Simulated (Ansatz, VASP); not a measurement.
# Zr2H3: VASP beside Ansatz

Contents of INCAR:

```
SYSTEM = Zr2H3
PREC = Accurate
ENCUT = 600
EDIFF = 1E-6
ISMEAR = 0
SIGMA = 0.1
LREAL = .FALSE.
LASPH = .TRUE.
NELM = 60
ALGO = Normal
ISIF = 3
LWAVE = .FALSE.
LCHARG = .FALSE.
GGA = PE
IBRION = 2
NSW = 90
EDIFFG = -0.04
```

The input KPOINTS:

```
Automatic mesh
0
G
  6 6 4
  0 0 0
```

The input POSCAR:

```
Zr2H3
1.0
    3.3741957700      0.0000000000      0.0000000000
   -1.6870978800      2.9221392500      0.0000000000
    0.0000000000      0.0000000000      6.2507765900
Zr H
2 3
Direct
    0.3333333300      0.6666666700      0.7658307500
    0.6666666700      0.3333333300      0.2341692500
    0.5000000000      0.0000000000      0.5000000000
    0.0000000000      0.5000000000      0.5000000000
    0.5000000000      0.5000000000      0.5000000000
```

Input for Ansatz:

```yaml
crystal:
  lattice:
    - [3.37419577, 0.0, 0.0]
    - [-1.68709788, 2.92213925, 0.0]
    - [0.0, 0.0, 6.25077659]
  atoms:
    - { symbol: Zr, position: [0.33333333, 0.66666667, 0.76583075] }
    - { symbol: Zr, position: [0.66666667, 0.33333333, 0.23416925] }
    - { symbol: H, position: [0.5, 0.0, 0.5] }
    - { symbol: H, position: [0.0, 0.5, 0.5] }
    - { symbol: H, position: [0.5, 0.5, 0.5] }
basis:
  ecutwfc: 420
kpoints:
  mp_grid: { grid: [6, 6, 4] }
hamiltonian:
  xc: pbe
scf:
  occupations: { method: gaussian, width: 0.1 }
  lower_state_search: "off"
output:
  forces: true
  stress: true
  eigenvalues: true
relax:
  adjacent_minimum: "off"
  f_tol: 0.04
  max_steps: 70
  cell: { stress_tol: 0.4 }
```

Alike in both runs: task relaxation of cell and atoms; functional PBE; k mesh 6 × 6 × 4; occupations gaussian, width 0.1 eV; no spin polarisation.

```csv
,VASP,Ansatz
version,VASP 6.6.1,Ansatz 0.2.0
potentials or method,"VASP PAW PBE potentials, release 64 (Zr_sv, H), cutoff 600 eV","scalar-relativistic, plane waves, PAW"
valence electrons in the cell,27,27
```

|  | VASP | Ansatz | Ansatz less VASP |
| --- | --- | --- | --- |
| gap on the k mesh at the Fermi level, each at its own relaxed structure (eV) | none | none | - |
| relaxed volume (Å³/atom) | 12.72 | 12.70 | -0.013 |
| relaxed cell length with the largest relative difference (Å) | 5.617 | 5.606 | -0.0113 |

A gap of «none» marks a metal or a gap that the smearing closes.
